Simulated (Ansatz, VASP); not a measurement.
RbBi2 in VASP and in Ansatz

File INCAR:

```
ALGO     = Normal         # electronic algorithm
EDIFF    = 1E-7           # SCF threshold, eV
ENCUT    = 520            # plane-wave cutoff, eV
GGA      = CA             # functional
ISIF     = 2              # what is computed and relaxed
ISMEAR   = 1              # smearing method
LASPH    = True           # aspherical terms in the spheres
LCHARG   = False          # write CHGCAR
LREAL    = False          # projectors in reciprocal space
LWAVE    = False          # write WAVECAR
NBANDS   = 48             # bands
NELM     = 80             # most SCF steps
PREC     = Accurate       # precision mode
SIGMA    = 0.05           # smearing width, eV
```

Contents of KPOINTS:

```
k-points
0
Gamma
  4 4 4
```

File POSCAR:

```
RbBi2
1.0
    0.0000000000      4.8013940000      4.8013940000
    4.8013940000      0.0000000000      4.8013940000
    4.8013940000      4.8013940000      0.0000000000
Rb Bi
2 4
Direct
    0.5000000000      0.5000000000      0.5000000000
    0.7500000000      0.7500000000      0.7500000000
    0.6250000000      0.1250000000      0.1250000000
    0.1250000000      0.1250000000      0.1250000000
    0.1250000000      0.1250000000      0.6250000000
    0.1250000000      0.6250000000      0.1250000000
```

Input for Ansatz:

```yaml
crystal:
  lattice:
    - [0.0, 4.801394, 4.801394]
    - [4.801394, 0.0, 4.801394]
    - [4.801394, 4.801394, 0.0]
  atoms:
    - { symbol: Rb, position: [0.5, 0.5, 0.5] }
    - { symbol: Rb, position: [0.75, 0.75, 0.75] }
    - { symbol: Bi, position: [0.625, 0.125, 0.125] }
    - { symbol: Bi, position: [0.125, 0.125, 0.125] }
    - { symbol: Bi, position: [0.125, 0.125, 0.625] }
    - { symbol: Bi, position: [0.125, 0.625, 0.125] }
kpoints:
  mp_grid:
    grid: [4, 4, 4]
hamiltonian:
  xc: lda
scf:
  occupations:
    method: cold
    width: 0.05
basis:
  ecutwfc: "35 Ry"
output:
  forces: true
  stress: true
  eigenvalues: true
```

Alike in both runs: task single point; functional LDA; k mesh 4 × 4 × 4; no spin polarisation.

```csv
,VASP,Ansatz
version,VASP 6.6.1,Ansatz 0.2.0
potentials or method,"VASP PAW LDA potentials, release 64 (Rb_sv, Bi_d), cutoff 520 eV","plane waves, PAW"
occupations,"methfessel-paxton of order 1, width 0.05 eV","cold, width 0.05 eV"
valence electrons in the cell,78,78
```

```tsv
	VASP	Ansatz	Ansatz less VASP
gap on the k mesh at the Fermi level (eV)	none	none	-
pressure (GPa)	-1.7	-1.7	-0.04
```

LDA's correlation is that of Perdew and Zunger in VASP and of Perdew and Wang (1992) in Ansatz. A gap of «none» marks a metal or a gap that the smearing closes.

Spin-orbit coupling is off throughout.
